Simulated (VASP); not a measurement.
Input of a VASP 6.6.1 run:

Contents of INCAR:

```
PREC = Accurate ; ENCUT = 520
EDIFF = 1E-7 ; ISMEAR = 0
SIGMA = 0.01 ; LREAL = F
LASPH = T ; NELM = 80
ALGO = Normal ; ISIF = 2
LWAVE = F ; LCHARG = F
NBANDS = 27
```

The input KPOINTS:

```
Automatic mesh
0
Gamma
  6 6 6
```

POSCAR

```
InSe
1.0
    2.0000000000      1.1547005400      8.4400000000
   -2.0000000000      1.1547005400      8.4400000000
    0.0000000000     -2.3094010800      8.4400000000
In Se
2 2
Direct
    0.0000000000      0.0000000000      0.0000000000
    0.1114000000      0.1114000000      0.1114000000
    0.6165000000      0.6165000000      0.6165000000
    0.8281000000      0.8281000000      0.8281000000
```

Potentials or basis: VASP PAW LDA potentials, release 64 (In_d, Se).

Run with:

```console
$ cat potpaw_LDA.64/In_d/POTCAR potpaw_LDA.64/Se/POTCAR > POTCAR
$ mpirun -np 1 vasp_std > vasp.out
```

(1) Predict the largest force.

(2) What does it give for the band gap on the k mesh?

## Answers

(1) 0.251 eV/Å.

(2) 0.23 eV, direct.

Caveat: spin-orbit coupling is left out, which moves the levels of the heavy elements.

**What was measured.**

From “The Interaction of Hydrogen with the van der Waals Crystal γ-InSe”, 2020, pmc:7321205, for a bulk crystal of InSe at 300 K: band gap 1.25 eV.

Against the measured gap of InSe, 1.25 eV (300 K; “The Interaction of Hydrogen with the van der Waals Crystal γ-InSe”, 2020, pmc:7321205), the calculated 0.23 eV is off by -1.02 eV. So large a miss can be the level of theory's own, or it may mean another phase, state or a wrong row. Spin-orbit coupling on In, Se is left out. The value is that of LDA on a finite k mesh, which can miss the band edges, without temperature or zero-point motion. Semilocal functionals fall short of measured gaps as a rule.
